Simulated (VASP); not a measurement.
# AlGa15As16 (a cell with a defect) in VASP: single point with PBE

Aim: the single point of AlGa15As16 (a cell with a defect) with PBE.

All numbers are computed with VASP 6.6.1; they aren't measurements. Logs are shortened: lines on timing, memory, paths and dates and some standing lists are left out, and cuts for length are marked.

### 1 The cell of the first run

The cell holds a defect, 32 atoms: a = 9.952 Å, b = 9.952 Å, c = 9.952 Å, α = 109.47°, β = 109.47°, γ = 109.47°.

### 2 Single point, PBE

INCAR reads:

```
SYSTEM = AlGa15As16
PREC = Accurate ; ENCUT = 520
EDIFF = 1E-6 ; ISMEAR = 0
SIGMA = 0.05 ; LREAL = Auto
LASPH = .TRUE. ; NELM = 80
ALGO = Normal ; ISIF = 2
LWAVE = .FALSE. ; LCHARG = .FALSE.
GGA = PE ; NBANDS = 161
```

KPOINTS reads:

```
regular mesh
0
G
  3 3 3
  0 0 0
```

POSCAR reads:

```
AlGa15As16
1.0
   -5.7459815546     -5.7459815546      5.7459815546
    5.7459815546      5.7459815546      5.7459815546
   -5.7459815546      5.7459815546     -5.7459815546
Al Ga As
1 15 16
Direct
    0.2500000000      0.5000000000      0.2500000000
    0.5000815630      0.5000000000      0.0001362586
    0.2500000000      0.7500815630      0.0001362586
    0.7500000000      0.5000000000      0.7500000000
    0.4998637414      0.7498637414      0.7499453044
    0.2500000000      0.0000000000      0.7500000000
    0.0001362586      0.5000000000      0.5000815630
    0.7499453044      0.7498637414      0.4998637414
    0.4998637414     -0.0000546956      0.4998637414
    0.2500000000      0.2501362586      0.5000815630
    0.0001362586      0.7500815630      0.2500000000
    0.7500000000      0.0000000000      0.2500000000
    0.5000815630      0.2501362586      0.2500000000
   -0.0000815630      0.0000546956     -0.0000815630
    0.7500546956      0.2499184370     -0.0000815630
   -0.0000815630      0.2499184370      0.7500546956
    0.0007285557      0.2507285557      0.0007285557
    0.2500000000      0.2499559815      0.7500177685
   -0.0000440185      0.5000000000      0.7500177685
    0.5000440185      0.2500617870      0.5000440185
    0.2500000000      0.5000000000      0.4992714443
    0.0000617870      0.7500440185      0.5000440185
    0.7500177685      0.2499559815      0.2500000000
    0.4992714443      0.5000000000      0.2500000000
    0.2500000000      0.7492714443      0.2500000000
   -0.0000440185      0.0000177685      0.2500000000
    0.7500177685      0.5000000000     -0.0000440185
    0.5000440185      0.7500440185      0.0000617870
    0.2500000000      0.0000177685     -0.0000440185
    0.7499822315      0.7499382130      0.7499822315
    0.4999382130     -0.0000177685      0.7499822315
    0.7499822315     -0.0000177685      0.4999382130
```

Potentials or basis: VASP PAW PBE potentials, release 64 (Al, Ga_d, As).

On the command line:

```
> cat potpaw_PBE.64/Al/POTCAR potpaw_PBE.64/Ga_d/POTCAR potpaw_PBE.64/As/POTCAR > POTCAR
> mpirun -np 1 vasp_std > vasp.out
```

OUTCAR:

```text
SYSTEM = AlGa15As16
   PREC = Accurate
   ENCUT = 520
   EDIFF = 1E-6
   ISMEAR = 0
   LREAL = Auto
   LASPH = .TRUE.
   NELM = 80
   ISIF = 2
   GGA = PE

 ion  position               nearest neighbor table
   1  0.250  0.500  0.250-  17 2.48  21 2.48  24 2.48  25 2.48
   2  0.500  0.500  0.000-  27 2.49  18 2.49  28 2.49  24 2.49
   3  0.250  0.750  0.000-  29 2.49  28 2.49  19 2.49  25 2.49
   4  0.750  0.500  0.750-  19 2.49  20 2.49  27 2.49  30 2.49
   5  0.500  0.750  0.750-  28 2.49  30 2.49  31 2.49  21 2.49
   6  0.250  0.000  0.750-  18 2.49  22 2.49  29 2.49  31 2.49
[... 24 lines left out ...]
  31  0.500  1.000  0.750-   6 2.49  15 2.49   9 2.49   5 2.49
  32  0.750  1.000  0.500-  12 2.49  16 2.49   8 2.49   9 2.49

  LATTYP: Found a body centered cubic cell.
 ALAT       =    11.4919631092

  Lattice vectors:

 A1 = (  -5.7459815546,  -5.7459815546,   5.7459815546)
 A2 = (   5.7459815546,   5.7459815546,   5.7459815546)
 A3 = (  -5.7459815546,   5.7459815546,  -5.7459815546)

Analysis of symmetry for initial positions (statically):
=====================================================================
 Subroutine PRICEL returns:
 Original cell was already a primitive cell.

 Routine SETGRP: Setting up the symmetry group for a
 body centered cubic supercell.

 Subroutine GETGRP returns: Found 24 space group operations
 (whereof  2 operations were pure point group operations)
 out of a pool of 48 trial point group operations.

The static configuration has the point symmetry C_1h.
 The point group associated with its full space group is T_d .

Analysis of symmetry for dynamics (positions and initial velocities):
=====================================================================
 Subroutine PRICEL returns:
 Original cell was already a primitive cell.

 Routine SETGRP: Setting up the symmetry group for a
 body centered cubic supercell.

 Subroutine GETGRP returns: Found 24 space group operations
 (whereof  2 operations were pure point group operations)
 out of a pool of 48 trial point group operations.

The dynamic configuration has the point symmetry C_1h.
 The point group associated with its full space group is T_d .

 Subroutine INISYM returns: Found 24 space group operations
 (whereof  2 operations are pure point group operations),
 and found     1 'primitive' translations

----------------------------------------------------------------------------------------

                                     Primitive cell

  volume of cell :     758.8443

  direct lattice vectors                    reciprocal lattice vectors
    -5.745981555 -5.745981555  5.745981555    -0.087017335  0.000000000  0.087017335
     5.745981555  5.745981555  5.745981555     0.000000000  0.087017335  0.087017335
    -5.745981555  5.745981555 -5.745981555    -0.087017335  0.087017335  0.000000000

  length of vectors
     9.952331992  9.952331992  9.952331992     0.123061095  0.123061095  0.123061095

  position of ions in fractional coordinates (direct lattice)
     0.250000000  0.500000000  0.250000000
     0.500081563  0.500000000  0.000136259
     0.250000000  0.750081563  0.000136259
     0.750000000  0.500000000  0.750000000
     0.499863741  0.749863741  0.749945304
     0.250000000  0.000000000  0.750000000
[... 24 lines left out ...]
     0.499938213  0.999982231  0.749982231
     0.749982231  0.999982231  0.499938213

  ion indices of the primitive-cell ions
   primitive index   ion index
                 1           1
                 2           2
                 3           3
                 4           4
                 5           5
                 6           6
[... 24 lines left out ...]
                31          31
                32          32

----------------------------------------------------------------------------------------

 KPOINTS: regular mesh

Automatic generation of k-mesh.
 Grid dimensions read from file:
 generate k-points for:    3    3    3

 Generating k-lattice:

  Cartesian coordinates                     Fractional coordinates (reciprocal lattice)
    -0.029005778  0.000000000  0.029005778     0.333333333  0.000000000  0.000000000
     0.000000000  0.029005778  0.029005778     0.000000000  0.333333333  0.000000000
    -0.029005778  0.029005778  0.000000000     0.000000000  0.000000000  0.333333333

  Length of vectors
     0.041020365  0.041020365  0.041020365

  Shift w.r.t. Gamma in fractional coordinates (k-lattice)
     0.000000000  0.000000000  0.000000000

 Subroutine IBZKPT returns following result:
 ===========================================

 Found      4 irreducible k-points:

 Following reciprocal coordinates:
            Coordinates               Weight
  0.000000  0.000000  0.000000      1.000000
  0.333333  0.000000  0.000000     12.000000
  0.333333  0.333333  0.000000      8.000000
 -0.333333  0.333333  0.333333      6.000000
   k-points           NKPTS =      4   k-points in BZ     NKDIM =      4   number of bands    NBANDS=    161
   number of dos      NEDOS =    301   number of ions     NIONS =     32
   total plane-waves  NPLWV = 512000
   dimension x,y,z NGX =    80 NGY =   80 NGZ =   80
   dimension x,y,z NGXF=   160 NGYF=  160 NGZF=  160
   ions per type =               1  15  16
   NGX,Y,Z   is equivalent  to a cutoff of  13.36, 13.36, 13.36 a.u.
   NGXF,Y,Z  is equivalent  to a cutoff of  26.73, 26.73, 26.73 a.u.
 SYSTEM =  AlGa15As16
   PREC   = accura    normal or accurate (medium, high low for compatibility)
   ISTART =      0    job   : 0-new  1-cont  2-samecut
   ICHARG =      2    charge: 1-file 2-atom 10-const
   ISPIN  =      1    spin polarized calculation?
   LNONCOLLINEAR =      F non collinear calculations
   LSORBIT =      F    spin-orbit coupling
   LASPH  =      T    aspherical Exc in radial PAW
   ENCUT  =  520.0 eV  38.22 Ry    6.18 a.u.  18.50 18.50 18.50*2*pi/ulx,y,z
   NELM   =     80;   NELMIN=  2; NELMDL= -5     # of ELM steps
   EDIFF  = 0.1E-05   stopping-criterion for ELM
   LREAL  =      T    real-space projection
   EDIFFG = 0.1E-04   stopping-criterion for IOM
   NSW    =      0    number of steps for IOM
   IBRION =     -1    ionic relax: 0-MD 1-quasi-New 2-CG
   NFREE  =      0    steps in history (QN), initial steepest desc. (CG)
   ISIF   =      2    stress and relaxation
   ISYM   =      2    0-nonsym 1-usesym 2-fastsym
   POTIM  = 0.5000    time-step for ionic-motion
   TEBEG  =    0.0;   TEEND  =   0.0 temperature during run
   PSTRESS=    0.0 pullay stress
   NELECT =     278.0000    total number of electrons
   NUPDOWN=      -1.0000    fix difference up-down
   EMIN   =  10.00;   EMAX   =-10.00  energy-range for DOS
   EFERMI =   0.00;   METHOD = LEGACY
   ISMEAR =     0;   SIGMA  =   0.05  broadening in eV -4-tet -1-fermi 0-gaus
   EFERMI_NEDOS =   21; number of points for ismear=-14 and -15
   IALGO  =     38    algorithm
   IMIX   =      4    mixing-type and parameters
     AMIX     =   0.40;   BMIX     =  1.00
     AMIX_MAG =   1.60;   BMIX_MAG =  1.00
  volume/ion in A,a.u.               =      23.71       160.03
  Fermi-wavevector in a.u.,A,eV,Ry     =   1.171401  2.213627 18.669642  1.372180
  Thomas-Fermi vector in A             =   2.307845
   LORBIT       =      0    0 simple, 1 ext, 2 COOP (PROOUT), +10 PAW based schemes
   GGA     = PE    functional components
   LHFCALC =     F    Hartree Fock is set to
   AEXX    =    0.0000 exact exchange contribution
   IVDW    =     0    specifies the selected vdW correction
   LEPSILON=     F    determine dielectric tensor
   LRPA    =     F    only Hartree local field effects (RPA)
 non-spin polarized calculation
 Gauss-broadening in eV      SIGMA  =   0.05
  energy-cutoff  :      520.00
  volume of cell :      758.84
 maximum number of plane-waves:     20476
 NGX is ok and might be reduce to    80
   NGX = 37   NGY = 37   NGZ = 37

 number of electron     278.0000176 magnetization

 Free energy of the ion-electron system (eV)
  ---------------------------------------------------
  ext. energy  EPLUGINS =         0.00000000
  ---------------------------------------------------
  free energy    TOTEN  =      -133.49394841 eV

  energy without entropy =     -133.49394339  energy(sigma->0) =     -133.49394590

 E-fermi :   3.6199     XC(G=0):  -9.3400

 val. band max:        3.4866726677   @ k =   0.0000   0.0000   0.0000
 cond. band min:       3.7429945831   @ k =   0.0000   0.0000   0.0000
 fundamental gap:      0.2563219154
 Fermi energy:         3.6198514787

 k-point     1 :       0.0000    0.0000    0.0000
  band No.  band energies     occupation
      1     -11.3039      2.00000
      2     -11.3038      2.00000
      3     -11.3038      2.00000
      4     -11.2781      2.00000
      5     -11.2781      2.00000
      6     -11.2771      2.00000
[... 143 lines left out ...]
    150       6.0989      0.00000
    151       6.0989      0.00000

 k-point     2 :       0.3333    0.0000    0.0000
  band No.  band energies     occupation
      1     -11.2998      2.00000
      2     -11.2982      2.00000
      3     -11.2975      2.00000
      4     -11.2892      2.00000
      5     -11.2855      2.00000
      6     -11.2853      2.00000
[... 143 lines left out ...]
    150       5.9272      0.00000
    151       6.0609      0.00000

 k-point     3 :       0.3333    0.3333    0.0000
  band No.  band energies     occupation
      1     -11.2941      2.00000
      2     -11.2941      2.00000
      3     -11.2940      2.00000
      4     -11.2906      2.00000
      5     -11.2898      2.00000
      6     -11.2898      2.00000
[... 143 lines left out ...]
    150       5.9644      0.00000
    151       5.9644      0.00000

 k-point     4 :      -0.3333    0.3333    0.3333
  band No.  band energies     occupation
      1     -11.2976      2.00000
      2     -11.2976      2.00000
      3     -11.2938      2.00000
      4     -11.2906      2.00000
      5     -11.2892      2.00000
      6     -11.2892      2.00000
[... 143 lines left out ...]
    150       6.1965      0.00000
    151       6.4924      0.00000
 [bands above 151 left out]

------------------------ aborting loop because EDIFF is reached ----------------------------------------

  FORCE on cell =-STRESS in cart. coord.  units (eV):
  Direction    XX          YY          ZZ          XY          YZ          ZX
  --------------------------------------------------------------------------------------
  -------------------------------------------------------------------------------------
  Total        0.7648535      0.7648535      0.7648535      0.0000000      0.0000000      0.0000000
  in kB        1.6148649      1.6148649      1.6148649      0.0000000      0.0000000      0.0000000
  external PRESSURE =       1.6148649 kB  Pullay stress =       0.0000000 kB

 VOLUME and BASIS-vectors are now :
 -----------------------------------------------------------------------------
  energy-cutoff  :      520.00
  volume of cell :      758.84
      direct lattice vectors                 reciprocal lattice vectors
    -5.745981555 -5.745981555  5.745981555    -0.087017335  0.000000000  0.087017335
     5.745981555  5.745981555  5.745981555     0.000000000  0.087017335  0.087017335
    -5.745981555  5.745981555 -5.745981555    -0.087017335  0.087017335  0.000000000

 POSITION                                       TOTAL-FORCE (eV/Angst)
 -----------------------------------------------------------------------------------
      0.00000      2.87299      2.87299        -0.000000      0.000000     -0.000000
     -0.00125      0.00031      5.74567         0.000252     -0.002183      0.002183
      2.87268      2.87424      5.74567         0.002183     -0.000252      0.002183
     -5.74598      2.87299      2.87299        -0.000000      0.000000     -0.000000
     -2.87268      5.74567      2.87174        -0.002183      0.002183      0.000252
     -5.74598      2.87299     -2.87299        -0.000000      0.000000     -0.000000
[... 24 lines left out ...]
     -1.43614      7.18263      4.30913        -0.004100     -0.001018      0.004100
     -1.43614      4.30913      7.18263        -0.004100      0.004100     -0.001018
 -----------------------------------------------------------------------------------
    total drift:                               -0.000002      0.000002      0.000005

  FREE ENERGIE OF THE ION-ELECTRON SYSTEM (eV)
  ---------------------------------------------------
  free  energy   TOTEN  =      -133.4939484122 eV

  energy  without entropy=     -133.4939433876  energy(sigma->0) =     -133.49394590
```

Wall time 34 min (1 thread of Intel Xeon 8259CL, shared host); peak memory 1.1 GiB.

What came out:

- Free energy: -133.4939 eV
- Pressure: 0.2 GPa
- Largest force: 0.006 eV/Å
- Band gap on the k mesh: 0.26 eV

Forces on the atoms (eV/Å):
```
Al   0.000  0.000  0.000
Ga   0.000 -0.002  0.002
Ga   0.002  0.000  0.002
Ga   0.000  0.000  0.000
Ga  -0.002  0.002  0.000
Ga   0.000  0.000  0.000
Ga   0.000  0.002 -0.002
Ga  -0.002  0.000  0.002
Ga   0.000  0.002  0.002
Ga  -0.002  0.000 -0.002
Ga   0.002  0.002  0.000
Ga   0.000  0.000  0.000
Ga  -0.002 -0.002  0.000
Ga   0.000 -0.002 -0.002
Ga   0.002  0.000 -0.002
Ga   0.002 -0.002  0.000
As   0.003 -0.003 -0.003
As   0.004  0.001  0.004
As  -0.001 -0.004  0.004
As   0.001 -0.004 -0.004
As  -0.003  0.003 -0.003
As   0.004 -0.001 -0.004
As   0.004  0.004  0.001
As  -0.003 -0.003  0.003
As   0.003  0.003  0.003
As  -0.004 -0.004  0.001
As  -0.001  0.004 -0.004
As   0.004 -0.004 -0.001
As  -0.004  0.001 -0.004
As   0.001  0.004  0.004
As  -0.004 -0.001  0.004
As  -0.004  0.004 -0.001
```

Levels at points of the mesh, in eV from the valence-band top:
```csv
k point,band 135,band 136,band 137,band 138,band 139,band 140,band 141,band 142,band 143,band 144
"(0.00, 0.00, 0.00)",-1.10,-1.10,0.00,0.00,0.00,0.26,1.55,1.55,1.55,1.65
```

Caveat: semilocal functionals underestimate gaps, and a narrow one can read as zero.
